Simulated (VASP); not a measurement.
# GaPH3 in VASP: single point with PBE

Aim: the single point of GaPH3 with PBE.

Program: VASP 6.6.1. These are calculated values, not measurements. Logs are shortened: lines on timing, memory, paths and dates and some standing lists are left out, and cuts for length are marked.

## Step 1: The cell of the first run

The cell holds a wire or tube with vacuum around it, 30 atoms: a = 16.300 Å, b = 15.800 Å, c = 9.535 Å, α = 90.00°, β = 90.00°, γ = 90.00°.

## Step 2: Single point, PBE

File INCAR:

```
SYSTEM = GaPH3
PREC = Accurate
ENCUT = 520
EDIFF = 1E-6
ISMEAR = 0
SIGMA = 0.05
LREAL = Auto
LASPH = .TRUE.
NELM = 80
ALGO = Normal
ISIF = 2
LWAVE = .FALSE.
LCHARG = .FALSE.
GGA = PE
NBANDS = 84
```

File KPOINTS:

```
Automatic mesh
0
G
  1 1 4
  0 0 0
```

File POSCAR:

```
GaPH3
1.0
   16.3000000000      0.0000000000      0.0000000000
    0.0000000000     15.8000000000      0.0000000000
    0.0000000000      0.0000000000      9.5350672263
Ga P H
6 6 18
Direct
    0.5732778606      0.5000000000      0.0000000000
    0.4353982963      0.5000000000      0.3333333333
    0.3664585141      0.3768140856      0.0000000000
    0.6422176427      0.3768140856      0.3333333333
    0.5043380784      0.6231859144      0.6666666667
    0.5043380784      0.3768140856      0.6666666667
    0.5043380784      0.3768140856      0.4166666667
    0.6422176427      0.3768140856      0.0833333333
    0.5043380784      0.6231859144      0.4166666667
    0.3664585141      0.3768140856      0.7500000000
    0.4353982963      0.5000000000      0.0833333333
    0.5732778606      0.5000000000      0.7500000000
    0.6186830813      0.5811328881      0.0548851226
    0.4632709361      0.3034327473      0.3670253456
    0.3445878548      0.5000000000      0.3882184559
    0.6011505004      0.3034327473      0.0336920123
    0.7243519273      0.3768140856      0.0336920123
    0.4632709361      0.6965672527      0.3670253456
    0.5864723630      0.6231859144      0.3670253456
    0.3253913718      0.4501954239      0.7003586790
    0.3253913718      0.3034327473      0.7003586790
    0.2756480727      0.3768140856      0.0548851226
    0.4118637348      0.2956811975      0.0548851226
    0.6876228634      0.4579469737      0.3882184559
    0.6876228634      0.2956811975      0.3882184559
    0.4135276370      0.6231859144      0.7215517892
    0.5497432991      0.7043188025      0.7215517892
    0.3943311540      0.5733813383      0.0336920123
    0.5497432991      0.2956811975      0.7215517892
    0.6554121452      0.5000000000      0.7003586790
```

Potentials or basis: VASP PAW PBE potentials, release 64 (Ga_d, P, H).

Started as:

```
> cat potpaw_PBE.64/Ga_d/POTCAR potpaw_PBE.64/P/POTCAR potpaw_PBE.64/H/POTCAR > POTCAR
> mpirun -np 1 vasp_std > vasp.out
```

OUTCAR:

```text
SYSTEM = GaPH3
   PREC = Accurate
   ENCUT = 520
   EDIFF = 1E-6
   ISMEAR = 0
   LREAL = Auto
   LASPH = .TRUE.
   NELM = 80
   ISIF = 2
   GGA = PE

 ion  position               nearest neighbor table
   1  0.573  0.500  0.000-  13 1.57   8 2.38  11 2.38  12 2.38
   2  0.435  0.500  0.333-  15 1.57   9 2.38   7 2.38  11 2.38
   3  0.366  0.377  0.000-  22 1.57  23 1.57  10 2.38  11 2.38
   4  0.642  0.377  0.333-  24 1.57  25 1.57   8 2.38   7 2.38
   5  0.504  0.623  0.667-  26 1.57  27 1.57   9 2.38  12 2.38
   6  0.504  0.377  0.667-  29 1.57  10 2.38   7 2.38  12 2.38
   7  0.504  0.377  0.417-  14 1.42   2 2.38   6 2.38   4 2.38
   8  0.642  0.377  0.083-  17 1.42  16 1.42   1 2.38   4 2.38
   9  0.504  0.623  0.417-  19 1.42  18 1.42   2 2.38   5 2.38
  10  0.366  0.377  0.750-  20 1.42  21 1.42   6 2.38   3 2.38
  11  0.435  0.500  0.083-  28 1.42   1 2.38   2 2.38   3 2.38
  12  0.573  0.500  0.750-  30 1.42   1 2.38   6 2.38   5 2.38
  13  0.619  0.581  0.055-   1 1.57
  14  0.463  0.303  0.367-   7 1.42
  15  0.345  0.500  0.388-   2 1.57
  16  0.601  0.303  0.034-   8 1.42
  17  0.724  0.377  0.034-   8 1.42
  18  0.463  0.697  0.367-   9 1.42
[... 10 lines left out ...]
  29  0.550  0.296  0.722-   6 1.57
  30  0.655  0.500  0.700-  12 1.42

  LATTYP: Found a simple orthorhombic cell.
 ALAT       =     9.5350672263
 B/A-ratio  =     1.6570412798
 C/A-ratio  =     1.7094792950

  Lattice vectors:

 A1 = (   0.0000000000,   0.0000000000,  -9.5350672263)
 A2 = (   0.0000000000,  15.8000000000,   0.0000000000)
 A3 = (  16.3000000000,   0.0000000000,   0.0000000000)

Analysis of symmetry for initial positions (statically):
=====================================================================
 Subroutine PRICEL returns:
 Original cell was already a primitive cell.

 Routine SETGRP: Setting up the symmetry group for a
 simple orthorhombic supercell.

 Subroutine GETGRP returns: Found  1 space group operations
 (whereof  1 operations were pure point group operations)
 out of a pool of  8 trial point group operations.

The static configuration has the point symmetry C_1 .

Analysis of symmetry for dynamics (positions and initial velocities):
=====================================================================
 Subroutine PRICEL returns:
 Original cell was already a primitive cell.

 Routine SETGRP: Setting up the symmetry group for a
 simple orthorhombic supercell.

 Subroutine GETGRP returns: Found  1 space group operations
 (whereof  1 operations were pure point group operations)
 out of a pool of  8 trial point group operations.

The dynamic configuration has the point symmetry C_1 .

 Subroutine INISYM returns: Found  1 space group operations
 (whereof  1 operations are pure point group operations),
 and found     1 'primitive' translations

----------------------------------------------------------------------------------------

                                     Primitive cell

  volume of cell :    2455.6612

  direct lattice vectors                    reciprocal lattice vectors
    16.300000000  0.000000000  0.000000000     0.061349693  0.000000000  0.000000000
     0.000000000 15.800000000  0.000000000     0.000000000  0.063291139  0.000000000
     0.000000000  0.000000000  9.535067226     0.000000000  0.000000000  0.104876030

  length of vectors
    16.300000000 15.800000000  9.535067226     0.061349693  0.063291139  0.104876030

  position of ions in fractional coordinates (direct lattice)
     0.573277861  0.500000000  0.000000000
     0.435398296  0.500000000  0.333333333
     0.366458514  0.376814086  0.000000000
     0.642217643  0.376814086  0.333333333
     0.504338078  0.623185914  0.666666667
     0.504338078  0.376814086  0.666666667
[... 22 lines left out ...]
     0.549743299  0.295681198  0.721551789
     0.655412145  0.500000000  0.700358679

  ion indices of the primitive-cell ions
   primitive index   ion index
                 1           1
                 2           2
                 3           3
                 4           4
                 5           5
                 6           6
[... 22 lines left out ...]
                29          29
                30          30

----------------------------------------------------------------------------------------

 KPOINTS: Automatic mesh

Automatic generation of k-mesh.
 Grid dimensions read from file:
 generate k-points for:    1    1    4

 Generating k-lattice:

  Cartesian coordinates                     Fractional coordinates (reciprocal lattice)
     0.061349693  0.000000000  0.000000000     1.000000000  0.000000000  0.000000000
     0.000000000  0.063291139  0.000000000     0.000000000  1.000000000  0.000000000
     0.000000000  0.000000000  0.026219008     0.000000000  0.000000000  0.250000000

  Length of vectors
     0.061349693  0.063291139  0.026219008

  Shift w.r.t. Gamma in fractional coordinates (k-lattice)
     0.000000000  0.000000000  0.000000000

 Subroutine IBZKPT returns following result:
 ===========================================

 Found      3 irreducible k-points:

 Following reciprocal coordinates:
            Coordinates               Weight
  0.000000  0.000000  0.000000      1.000000
  0.000000  0.000000  0.250000      2.000000
  0.000000  0.000000  0.500000      1.000000
   k-points           NKPTS =      3   k-points in BZ     NKDIM =      3   number of bands    NBANDS=     84
   number of dos      NEDOS =    301   number of ions     NIONS =     30
   total plane-waves  NPLWV = ******
   dimension x,y,z NGX =   126 NGY =  120 NGZ =   72
   dimension x,y,z NGXF=   252 NGYF=  240 NGZF=  144
   ions per type =               6   6  18
   NGX,Y,Z   is equivalent  to a cutoff of  12.85, 12.63, 12.55 a.u.
   NGXF,Y,Z  is equivalent  to a cutoff of  25.70, 25.25, 25.11 a.u.
 SYSTEM =  GaPH3
   PREC   = accura    normal or accurate (medium, high low for compatibility)
   ISTART =      0    job   : 0-new  1-cont  2-samecut
   ICHARG =      2    charge: 1-file 2-atom 10-const
   ISPIN  =      1    spin polarized calculation?
   LNONCOLLINEAR =      F non collinear calculations
   LSORBIT =      F    spin-orbit coupling
   LASPH  =      T    aspherical Exc in radial PAW
   ENCUT  =  520.0 eV  38.22 Ry    6.18 a.u.  30.31 29.38 17.73*2*pi/ulx,y,z
   NELM   =     80;   NELMIN=  2; NELMDL= -5     # of ELM steps
   EDIFF  = 0.1E-05   stopping-criterion for ELM
   LREAL  =      T    real-space projection
   EDIFFG = 0.1E-04   stopping-criterion for IOM
   NSW    =      0    number of steps for IOM
   IBRION =     -1    ionic relax: 0-MD 1-quasi-New 2-CG
   NFREE  =      0    steps in history (QN), initial steepest desc. (CG)
   ISIF   =      2    stress and relaxation
   ISYM   =      2    0-nonsym 1-usesym 2-fastsym
   POTIM  = 0.5000    time-step for ionic-motion
   TEBEG  =    0.0;   TEEND  =   0.0 temperature during run
   PSTRESS=    0.0 pullay stress
   NELECT =     126.0000    total number of electrons
   NUPDOWN=      -1.0000    fix difference up-down
   EMIN   =  10.00;   EMAX   =-10.00  energy-range for DOS
   EFERMI =   0.00;   METHOD = LEGACY
   ISMEAR =     0;   SIGMA  =   0.05  broadening in eV -4-tet -1-fermi 0-gaus
   EFERMI_NEDOS =   21; number of points for ismear=-14 and -15
   IALGO  =     38    algorithm
   IMIX   =      4    mixing-type and parameters
     AMIX     =   0.40;   BMIX     =  1.00
     AMIX_MAG =   1.60;   BMIX_MAG =  1.00
  volume/ion in A,a.u.               =      81.86       552.39
  Fermi-wavevector in a.u.,A,eV,Ry     =   0.608334  1.149585  5.035114  0.370070
  Thomas-Fermi vector in A             =   1.663125
   LORBIT       =      0    0 simple, 1 ext, 2 COOP (PROOUT), +10 PAW based schemes
   GGA     = PE    functional components
   LHFCALC =     F    Hartree Fock is set to
   AEXX    =    0.0000 exact exchange contribution
   IVDW    =     0    specifies the selected vdW correction
   LEPSILON=     F    determine dielectric tensor
   LRPA    =     F    only Hartree local field effects (RPA)
 non-spin polarized calculation
 Gauss-broadening in eV      SIGMA  =   0.05
  energy-cutoff  :      520.00
  volume of cell :     2455.66
 maximum number of plane-waves:     66153
 NGX is ok and might be reduce to   126
   NGX = 61   NGY = 59   NGZ = 35

 number of electron     125.9999975 magnetization

 Free energy of the ion-electron system (eV)
  ---------------------------------------------------
  ext. energy  EPLUGINS =         0.00000000
  ---------------------------------------------------
  free energy    TOTEN  =      -111.01886244 eV

  energy without entropy =     -111.01886244  energy(sigma->0) =     -111.01886244

 E-fermi :  -4.8427     XC(G=0):  -1.9980

 val. band max:       -5.0660084406   @ k =   0.0000   0.0000   0.0000
 cond. band min:      -1.0679129784   @ k =   0.0000   0.0000   0.5000
 fundamental gap:      3.9980954622
 Fermi energy:        -4.8426686600

 k-point     1 :       0.0000    0.0000    0.0000
  band No.  band energies     occupation
      1     -18.2524      2.00000
      2     -18.2520      2.00000
      3     -18.2483      2.00000
      4     -18.2193      2.00000
      5     -18.2187      2.00000
      6     -18.1959      2.00000
[... 67 lines left out ...]
     74       0.1482      0.00000
     75       0.1505      0.00000

 k-point     2 :       0.0000    0.0000    0.2500
  band No.  band energies     occupation
      1     -18.2533      2.00000
      2     -18.2506      2.00000
      3     -18.2485      2.00000
      4     -18.2221      2.00000
      5     -18.2139      2.00000
      6     -18.1996      2.00000
[... 67 lines left out ...]
     74       0.1655      0.00000
     75       0.2729      0.00000

 k-point     3 :       0.0000    0.0000    0.5000
  band No.  band energies     occupation
      1     -18.2537      2.00000
      2     -18.2497      2.00000
      3     -18.2489      2.00000
      4     -18.2232      2.00000
      5     -18.2072      2.00000
      6     -18.2066      2.00000
[... 67 lines left out ...]
     74       0.3132      0.00000
     75       0.3170      0.00000
 [bands above 75 left out]

------------------------ aborting loop because EDIFF is reached ----------------------------------------

  FORCE on cell =-STRESS in cart. coord.  units (eV):
  Direction    XX          YY          ZZ          XY          YZ          ZX
  --------------------------------------------------------------------------------------
  -------------------------------------------------------------------------------------
  Total       -1.3972010     -1.4015852      1.0784267      0.0012893      0.0002774     -0.0045516
  in kB       -0.9115931     -0.9144535      0.7036113      0.0008412      0.0001810     -0.0029697
  external PRESSURE =      -0.3741451 kB  Pullay stress =       0.0000000 kB

 VOLUME and BASIS-vectors are now :
 -----------------------------------------------------------------------------
  energy-cutoff  :      520.00
  volume of cell :     2455.66
      direct lattice vectors                 reciprocal lattice vectors
    16.300000000  0.000000000  0.000000000     0.061349693  0.000000000  0.000000000
     0.000000000 15.800000000  0.000000000     0.000000000  0.063291139  0.000000000
     0.000000000  0.000000000  9.535067226     0.000000000  0.000000000  0.104876030

 POSITION                                       TOTAL-FORCE (eV/Angst)
 -----------------------------------------------------------------------------------
      9.34443      7.90000      0.00000         0.115356      0.589619     -0.141917
      7.09699      7.90000      3.17836        -0.566914     -0.198631     -0.141537
      5.97327      5.95366      0.00000        -0.620724     -0.270892      0.639557
     10.46815      5.95366      3.17836         0.548749     -0.403798      0.639808
      8.22071      9.84634      6.35671         0.077805      0.673830      0.638364
      8.22071      5.95366      6.35671         0.457700     -0.391496     -0.143942
[... 22 lines left out ...]
      8.96082      4.67176      6.88004        -0.144676     -0.046421      0.028840
     10.68322      7.90000      6.67797        -0.033911     -0.139818      0.001680
 -----------------------------------------------------------------------------------
    total drift:                               -0.009225      0.001969      0.001031

  FREE ENERGIE OF THE ION-ELECTRON SYSTEM (eV)
  ---------------------------------------------------
  free  energy   TOTEN  =      -111.0188624376 eV

  energy  without entropy=     -111.0188624375  energy(sigma->0) =     -111.01886244
```

It took 57 min on 1 thread of Intel Xeon 8259CL, shared host; peak memory 1.9 GiB.

What came out:

```yaml
Free_energy: -111.0189 eV
Largest_force: 0.935 eV/Å
Band_gap_on_the_k_mesh: 4.00 eV (least direct gap 4.19 eV)
```

Forces in eV/Å, atoms in the order of the input:
```
Ga   0.115  0.590 -0.142
Ga  -0.567 -0.199 -0.142
Ga  -0.621 -0.271  0.640
Ga   0.549 -0.404  0.640
Ga   0.078  0.674  0.638
Ga   0.458 -0.391 -0.144
P    0.344  0.575 -0.248
P   -0.615  0.427  0.388
P   -0.063 -0.749  0.388
P    0.677  0.322  0.389
P    0.324 -0.587 -0.248
P   -0.673  0.014 -0.248
H    0.112 -0.102  0.029
H   -0.104  0.099  0.001
H    0.031  0.148  0.029
H    0.430 -0.008 -0.191
H   -0.205 -0.287 -0.166
H    0.352 -0.034 -0.166
H   -0.208  0.376 -0.191
H   -0.222 -0.368 -0.191
H   -0.146  0.322 -0.166
H   -0.092  0.172 -0.139
H    0.323  0.060 -0.172
H   -0.214  0.250 -0.172
H   -0.105 -0.165 -0.139
H   -0.110 -0.310 -0.172
H    0.195 -0.008 -0.139
H    0.138  0.040  0.001
H   -0.145 -0.046  0.029
H   -0.034 -0.140  0.002
```
